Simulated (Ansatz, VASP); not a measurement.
**Two plane-wave programs on SnO**

```xyz
4
Lattice="3.6677 0.0000 0.0000 0.0000 3.6677 0.0000 0.0000 0.0000 30.6349" Properties=species:S:1:pos:R:3 pbc="T T T"
Sn    2.7508    0.9169   14.0882
Sn    0.9169    2.7508   16.5467
O     0.9169    0.9169   15.3175
O     2.7508    2.7508   15.3175
```

Change from the starting cell: biaxial strain -0.040, atoms relaxed.

Alike in both runs: functional PBE; dispersion D3(BJ); k mesh 6 × 6 × 1; occupations gaussian, width 0.02 eV; no spin polarisation.

Ansatz relaxed the structure, and its values are those at the end. VASP's run is a single point on that final structure, the one shown.

|  | VASP | Ansatz |
| --- | --- | --- |
| version | VASP 6.6.1 | Ansatz 0.2.0 |
| potentials or method | VASP PAW PBE potentials, release 64 (Sn_d, O), cutoff 520 eV | scalar-relativistic, plane waves, PAW |
| valence electrons in the cell | 40 | 40 |

|  | VASP | Ansatz | Ansatz less VASP |
| --- | --- | --- | --- |
| gap on the k mesh at the Fermi level (eV) | 3.14 | 3.15 | +0.010 |
| least direct gap on the mesh (eV) | 3.25 | 3.26 | +0.015 |
| rms of the force components (eV/Å) | 0.039 | 0.000 | -0.0387 |

Ansatz's warnings: stress scf threshold loose, structure snapped to symmetry.
